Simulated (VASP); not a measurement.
# Ge (I4/mmm) in VASP: settings compared

Ge is run at these levels: BLYP+D4, BLYP+D3(BJ), RPBE+D4, revPBE+D3(BJ); tasks: single point, relaxation of cell and atoms.

Program: VASP 6.6.1. These are calculated values, not measurements. Logs are shortened: lines on timing, memory, paths and dates and some standing lists are left out, and cuts for length are marked.

## Step 1: The cell of the first run

The structure is tetragonal, space group I4/mmm (No. 139). The conventional cell has a = 3.334 Å, b = 3.334 Å, c = 4.047 Å, α = 90.00°, β = 90.00°, γ = 90.00°. Ge (site symmetry 4/mmm) has 14 Ge at 3.11 to 4.05 Å within 4.1 Å.

## Step 2: Single point, BLYP+D4

The input, INCAR:

```
PREC = Accurate ; ENCUT = 520
EDIFF = 1E-7 ; ISMEAR = -1
SIGMA = 0.05 ; LREAL = False
LASPH = True ; NELM = 80
ALGO = Normal ; ISIF = 2
LWAVE = False ; LCHARG = False
GGA = B5 ; ALDAX = 1.0
AGGAX = 1.0 ; AGGAC = 1.0
ALDAC = 0.0 ; IVDW = 13
VDW_S6 = 1.0 ; VDW_S8 = 2.34076671
VDW_A1 = 0.44488865 ; VDW_A2 = 4.0933009
NBANDS = 13
```

The input, KPOINTS:

```
Automatic mesh
0
Gamma
  12 12 12
```

The input, POSCAR:

```
Ge
1.0
   -1.6671256180      1.6671256180      2.0237097174
    1.6671256180     -1.6671256180      2.0237097174
    1.6671256180      1.6671256180     -2.0237097174
Ge
1
Direct
    0.5000000000      0.5000000000      0.0000000000
```

Potentials or basis: VASP PAW PBE potentials, release 64 (Ge_d).

Started as:

```sh
$ cat potpaw_PBE.64/Ge_d/POTCAR > POTCAR
$ mpirun -np 1 vasp_std > vasp.out
```

OUTCAR:

```text
PREC = Accurate
   ENCUT = 520
   EDIFF = 1E-7
   ISMEAR = -1
   LREAL = False
   LASPH = True
   NELM = 80
   ISIF = 2
   GGA = B5
   IVDW = 13

 ion  position               nearest neighbor table
   1  0.500  0.500  0.000-

  LATTYP: Found a body centered tetragonal cell.
 ALAT       =     3.3342512360
 C/A-ratio  =     1.2138915601

  Lattice vectors:

 A1 = (  -1.6671256180,   1.6671256180,   2.0237097174)
 A2 = (   1.6671256180,  -1.6671256180,   2.0237097174)
 A3 = (   1.6671256180,   1.6671256180,  -2.0237097174)

Analysis of symmetry for initial positions (statically):
=====================================================================
 Subroutine PRICEL returns:
 Original cell was already a primitive cell.

 Routine SETGRP: Setting up the symmetry group for a
 body centered tetragonal supercell.

 Subroutine GETGRP returns: Found 16 space group operations
 (whereof 16 operations were pure point group operations)
 out of a pool of 16 trial point group operations.

The static configuration has the point symmetry D_4h.

Analysis of symmetry for dynamics (positions and initial velocities):
=====================================================================
 Subroutine PRICEL returns:
 Original cell was already a primitive cell.

 Routine SETGRP: Setting up the symmetry group for a
 body centered tetragonal supercell.

 Subroutine GETGRP returns: Found 16 space group operations
 (whereof 16 operations were pure point group operations)
 out of a pool of 16 trial point group operations.

The dynamic configuration has the point symmetry D_4h.

 Subroutine INISYM returns: Found 16 space group operations
 (whereof 16 operations are pure point group operations),
 and found     1 'primitive' translations

----------------------------------------------------------------------------------------

                                     Primitive cell

  volume of cell :      22.4980

  direct lattice vectors                    reciprocal lattice vectors
    -1.667125618  1.667125618  2.023709717     0.000000000  0.299917412  0.247071008
     1.667125618 -1.667125618  2.023709717     0.299917412  0.000000000  0.247071008
     1.667125618  1.667125618 -2.023709717     0.299917412  0.299917412  0.000000000

[... 84 lines left out ...]
   NSW    =      0    number of steps for IOM
   IBRION =     -1    ionic relax: 0-MD 1-quasi-New 2-CG
   NFREE  =      0    steps in history (QN), initial steepest desc. (CG)
   ISIF   =      2    stress and relaxation
   ISYM   =      2    0-nonsym 1-usesym 2-fastsym
   POTIM  = 0.5000    time-step for ionic-motion
   TEBEG  =    0.0;   TEEND  =   0.0 temperature during run
   PSTRESS=    0.0 pullay stress
   NELECT =      14.0000    total number of electrons
   NUPDOWN=      -1.0000    fix difference up-down
   EMIN   =  10.00;   EMAX   =-10.00  energy-range for DOS
   EFERMI =   0.00;   METHOD = LEGACY
   ISMEAR =    -1;   SIGMA  =   0.05  broadening in eV -4-tet -1-fermi 0-gaus
   EFERMI_NEDOS =   21; number of points for ismear=-14 and -15
   IALGO  =     38    algorithm
   IMIX   =      4    mixing-type and parameters
     AMIX     =   0.40;   BMIX     =  1.00
     AMIX_MAG =   1.60;   BMIX_MAG =  1.00
  volume/ion in A,a.u.               =      22.50       151.82
  Fermi-wavevector in a.u.,A,eV,Ry     =   1.397663  2.641201 26.578473  1.953463
  Thomas-Fermi vector in A             =   2.520897
   LORBIT       =      0    0 simple, 1 ext, 2 COOP (PROOUT), +10 PAW based schemes
   GGA     = B5    functional components
   LHFCALC =     F    Hartree Fock is set to
   AEXX    =    0.0000 exact exchange contribution
   IVDW    =    13    specifies the selected vdW correction
   LEPSILON=     F    determine dielectric tensor
   LRPA    =     F    only Hartree local field effects (RPA)
 non-spin polarized calculation
  energy-cutoff  :      520.00
  volume of cell :       22.50
 maximum number of plane-waves:       619
   NGX = 11   NGY = 11   NGZ = 11

 number of electron      14.0000005 magnetization

 Free energy of the ion-electron system (eV)
  ---------------------------------------------------
  ext. energy  EPLUGINS =         0.00000000
  ---------------------------------------------------
  free energy    TOTEN  =        -3.33753777 eV

  energy without entropy =       -3.33398191  energy(sigma->0) =       -3.33575984

 E-fermi :   5.5280     XC(G=0):  -9.8444

 val. band max:        5.5264271024   @ k =  -0.3333   0.3333   0.2500
 cond. band min:       5.5433730431   @ k =   0.2500   0.0833   0.0000
 fundamental gap:      0.0169459406
 Fermi energy:         5.5279721536

 k-point     1 :       0.0000    0.0000    0.0000
  band No.  band energies     occupation
      1     -19.2133      2.00000
      2     -19.2133      2.00000
      3     -19.1994      2.00000
      4     -19.1864      2.00000
      5     -19.1583      2.00000
      6      -6.3485      2.00000
      7      12.5300      0.00000
      8      12.6908      0.00000
      9      12.6908      0.00000
     10      18.4737      0.00000
     11      18.4737      0.00000
     12      19.6487      0.00000
     13      20.1048      0.00000
[... 354 lines left out ...]
  band No.  band energies     occupation
      1     -19.2166      2.00000
      2     -19.1991      2.00000
      3     -19.1785      2.00000
      4     -19.1662      2.00000
      5     -19.1507      2.00000
      6      -3.3397      2.00000
      7       4.0021      2.00000
      8       8.1321      0.00000
      9      10.1814      0.00000
     10      15.2066      0.00000
     11      18.1475      0.00000
     12      20.8515      0.00000
     13      21.9814      0.00000

 [... further k-points ...]

------------------------ aborting loop because EDIFF is reached ----------------------------------------

  DFT-D4 for vdW energy calculation

  Edisp (eV):   -0.92757

  FORCE on cell =-STRESS in cart. coord.  units (eV):
  Direction    XX          YY          ZZ          XY          YZ          ZX
  --------------------------------------------------------------------------------------
  -------------------------------------------------------------------------------------
  Total       0.00740     0.00740     0.01289     0.00000     0.00000     0.00000
  in kB       0.52715     0.52715     0.91806     0.00000     0.00000     0.00000
  external pressure =        0.66 kB  Pullay stress =        0.00 kB

 VOLUME and BASIS-vectors are now :
 -----------------------------------------------------------------------------
  energy-cutoff  :      520.00
  volume of cell :       22.50
      direct lattice vectors                 reciprocal lattice vectors
    -1.667125618  1.667125618  2.023709717     0.000000000  0.299917412  0.247071008
     1.667125618 -1.667125618  2.023709717     0.299917412  0.000000000  0.247071008
     1.667125618  1.667125618 -2.023709717     0.299917412  0.299917412  0.000000000

 POSITION                                       TOTAL-FORCE (eV/Angst)
 -----------------------------------------------------------------------------------
      0.00000      0.00000      2.02371         0.000000     -0.000000      0.000000
 -----------------------------------------------------------------------------------
    total drift:                               -0.000000      0.000000      0.000000

  FREE ENERGIE OF THE ION-ELECTRON SYSTEM (eV)
  ---------------------------------------------------
  free  energy   TOTEN  =        -4.2651077153 eV

  energy  without entropy=       -4.2615518533  energy(sigma->0) =       -4.26332978
```

Run time: 14 s. Hardware: 1 thread of Intel Xeon 6975P-C (Granite Rapids), shared host; peak memory 0.16 GiB.

What came out:

- Free energy: -4.2651 eV
- Pressure: 0.1 GPa
- Band gap on the k mesh: zero (band 7 reaches 12.53 eV, above the bottom of band 8 at 3.42 eV)
- Dispersion energy per atom: -0.928 eV

Caveat: the PAW data sets were made with another functional, which shifts forces and pressure a little; pairwise dispersion overbinds metals, which lowers pressure and volume.

## Step 3: Single point, BLYP+D3(BJ)

This run uses another cell than the first one, of 23.60 Å³/atom, 1.049 times its volume.

The input, INCAR:

```
PREC = Accurate ; ENCUT = 520
EDIFF = 1E-6 ; ISMEAR = -1
SIGMA = 0.05 ; LREAL = False
LASPH = True ; NELM = 80
ALGO = Normal ; ISIF = 2
LWAVE = False ; LCHARG = True
GGA = B5 ; ALDAX = 1.0
AGGAX = 1.0 ; AGGAC = 1.0
ALDAC = 0.0 ; IVDW = 12
VDW_S6 = 1.0 ; VDW_S8 = 2.6996
VDW_A1 = 0.4298 ; VDW_A2 = 4.2359
LELF = True ; LVHAR = True
NBANDS = 13
```

KPOINTS is that of step 2.

The input, POSCAR:

```
Ge
1.0
   -1.6844425712      1.6844425712      2.0796595456
    1.6844425712     -1.6844425712      2.0796595456
    1.6844425712      1.6844425712     -2.0796595456
Ge
1
Direct
    0.5000000000      0.5000000000      0.0000000000
```

Potentials or basis: VASP PAW PBE potentials, release 64 (Ge_d).

Started as:

```sh
$ cat potpaw_PBE.64/Ge_d/POTCAR > POTCAR
$ mpirun -np 1 vasp_std > vasp.out
```

OUTCAR:

```text
PREC = Accurate
   ENCUT = 520
   EDIFF = 1E-6
   ISMEAR = -1
   LREAL = False
   LASPH = True
   NELM = 80
   ISIF = 2
   GGA = B5
   IVDW = 12
 IVDW          = 12

 ion  position               nearest neighbor table
   1  0.500  0.500  0.000-

  LATTYP: Found a body centered tetragonal cell.
 ALAT       =     3.3688851424
 C/A-ratio  =     1.2346277523

  Lattice vectors:

 A1 = (  -1.6844425712,   1.6844425712,   2.0796595456)
 A2 = (   1.6844425712,  -1.6844425712,   2.0796595456)
 A3 = (   1.6844425712,   1.6844425712,  -2.0796595456)

Analysis of symmetry for initial positions (statically):
=====================================================================
 Subroutine PRICEL returns:
 Original cell was already a primitive cell.

 Routine SETGRP: Setting up the symmetry group for a
 body centered tetragonal supercell.

 Subroutine GETGRP returns: Found 16 space group operations
 (whereof 16 operations were pure point group operations)
 out of a pool of 16 trial point group operations.

The static configuration has the point symmetry D_4h.

Analysis of symmetry for dynamics (positions and initial velocities):
=====================================================================
 Subroutine PRICEL returns:
 Original cell was already a primitive cell.

 Routine SETGRP: Setting up the symmetry group for a
 body centered tetragonal supercell.

 Subroutine GETGRP returns: Found 16 space group operations
 (whereof 16 operations were pure point group operations)
 out of a pool of 16 trial point group operations.

The dynamic configuration has the point symmetry D_4h.

 Subroutine INISYM returns: Found 16 space group operations
 (whereof 16 operations are pure point group operations),
 and found     1 'primitive' translations

[... 116 lines left out ...]
   LORBIT       =      0    0 simple, 1 ext, 2 COOP (PROOUT), +10 PAW based schemes
   GGA     = B5    functional components
   LHFCALC =     F    Hartree Fock is set to
   AEXX    =    0.0000 exact exchange contribution
   IVDW    =    12    specifies the selected vdW correction
   LEPSILON=     F    determine dielectric tensor
   LRPA    =     F    only Hartree local field effects (RPA)
 non-spin polarized calculation
  energy-cutoff  :      520.00
  volume of cell :       23.60
 maximum number of plane-waves:       652
   NGX = 11   NGY = 11   NGZ = 11

 number of electron      14.0000012 magnetization

 Free energy of the ion-electron system (eV)
  ---------------------------------------------------
  ext. energy  EPLUGINS =         0.00000000
  ---------------------------------------------------
  free energy    TOTEN  =        -3.32114327 eV

  energy without entropy =       -3.31735204  energy(sigma->0) =       -3.31924766

 E-fermi :   5.0857     XC(G=0):  -9.6222

 val. band max:        5.0776568734   @ k =   0.2500   0.0833   0.0000
 cond. band min:       5.0890059351   @ k =  -0.3333   0.4167   0.2500
 fundamental gap:      0.0113490617
 Fermi energy:         5.0857261485

 k-point     1 :       0.0000    0.0000    0.0000
  band No.  band energies     occupation
      1     -19.6478      2.00000
      2     -19.6478      2.00000
      3     -19.6364      2.00000
      4     -19.6285      2.00000
      5     -19.6017      2.00000
      6      -6.4634      2.00000
      7      11.7268      0.00000
      8      11.8462      0.00000
      9      11.8462      0.00000
     10      17.7433      0.00000
     11      17.7433      0.00000
     12      18.7814      0.00000
     13      18.8992      0.00000
[... 354 lines left out ...]
  band No.  band energies     occupation
      1     -19.6508      2.00000
      2     -19.6362      2.00000
      3     -19.6198      2.00000
      4     -19.6082      2.00000
      5     -19.5948      2.00000
      6      -3.5931      2.00000
      7       3.5662      2.00000
      8       7.6585      0.00000
      9       9.4944      0.00000
     10      14.4797      0.00000
     11      17.4402      0.00000
     12      20.0369      0.00000
     13      21.0268      0.00000

 [... further k-points ...]

------------------------ aborting loop because EDIFF is reached ----------------------------------------

 Edisp (eV)   -0.99988

 E8    (eV) :    -0.7407

  FORCE on cell =-STRESS in cart. coord.  units (eV):
  Direction    XX          YY          ZZ          XY          YZ          ZX
  --------------------------------------------------------------------------------------
  -------------------------------------------------------------------------------------
  Total      -0.00455    -0.00455    -0.00596     0.00000     0.00000     0.00000
  in kB      -0.30911    -0.30911    -0.40437     0.00000     0.00000     0.00000
  external pressure =       -0.34 kB  Pullay stress =        0.00 kB

 VOLUME and BASIS-vectors are now :
 -----------------------------------------------------------------------------
  energy-cutoff  :      520.00
  volume of cell :       23.60
      direct lattice vectors                 reciprocal lattice vectors
    -1.684442571  1.684442571  2.079659546     0.000000000  0.296834103  0.240423968
     1.684442571 -1.684442571  2.079659546     0.296834103  0.000000000  0.240423968
     1.684442571  1.684442571 -2.079659546     0.296834103  0.296834103  0.000000000

 POSITION                                       TOTAL-FORCE (eV/Angst)
 -----------------------------------------------------------------------------------
      0.00000      0.00000      2.07966         0.000000      0.000000      0.000000
 -----------------------------------------------------------------------------------
    total drift:                               -0.000000      0.000000      0.000000

  FREE ENERGIE OF THE ION-ELECTRON SYSTEM (eV)
  ---------------------------------------------------
  free  energy   TOTEN  =        -4.3210210092 eV

  energy  without entropy=       -4.3172297770  energy(sigma->0) =       -4.31912539
```

OSZICAR:

```text
N       E                     dE             d eps       ncg     rms          rms(c)
DAV:   1     0.680386048983E+02    0.68039E+02   -0.73282E+03  4524   0.280E+03
DAV:   2     0.338332737806E+01   -0.64655E+02   -0.61609E+02  4498   0.410E+02
DAV:   3    -0.320251374559E+01   -0.65858E+01   -0.65475E+01  4888   0.776E+01
DAV:   4    -0.332126868714E+01   -0.11875E+00   -0.11874E+00  4953   0.112E+01
DAV:   5    -0.332273753052E+01   -0.14688E-02   -0.14688E-02  5023   0.144E+00    0.529E-01
DAV:   6    -0.332080287726E+01    0.19347E-02   -0.44945E-03  5363   0.130E+00    0.293E-01
DAV:   7    -0.332103944802E+01   -0.23657E-03   -0.22257E-03  5328   0.750E-01    0.605E-02
DAV:   8    -0.332114103171E+01   -0.10158E-03   -0.31854E-04  5198   0.345E-01    0.159E-02
DAV:   9    -0.332114337976E+01   -0.23480E-05   -0.91720E-06  5148   0.463E-02    0.238E-03
DAV:  10    -0.332114327361E+01    0.10615E-06   -0.20474E-07  3469   0.434E-03
   1 F= -.43210210E+01 E0= -.43191254E+01  d E =-.379123E-02
```

stdout:

```text
POSCAR found type information on POSCAR Ge
 POSCAR found :  1 types and       1 ions
 scaLAPACK will be used
 -----------------------------------------------------------------------------
|                                                                             |
|                                                                             |
|     You enforced a specific xc type in the INCAR file but a different       |
|     I HOPE YOU KNOW WHAT YOU ARE DOING!                                     |
|                                                                             |
 -----------------------------------------------------------------------------

 LDA part: xc-table for (Slater(with rela. corr.)+VWN5), standard interpolation
 POSCAR, INCAR and KPOINTS ok, starting setup
 FFT: planning ... GRIDC
 FFT: planning ... GRID_SOFT
 FFT: planning ... GRID
 WAVECAR not read
 entering main loop
```

Wall time 12 s (1 thread of Intel Xeon 6975P-C (Granite Rapids), shared host); peak memory 0.18 GiB.

Results:

| Property | Result |
| --- | --- |
| Free energy | -4.3210 eV |
| Pressure | 0.0 GPa |
| Band gap on the k mesh | zero (band 7 reaches 11.73 eV, above the bottom of band 8 at 3.15 eV) |
| Dispersion energy per atom | -1.000 eV |

Caveat: the PAW data sets were made with another functional, which shifts forces and pressure a little; pairwise dispersion overbinds metals, which lowers pressure and volume.

(Continued in part 2 of 2.)
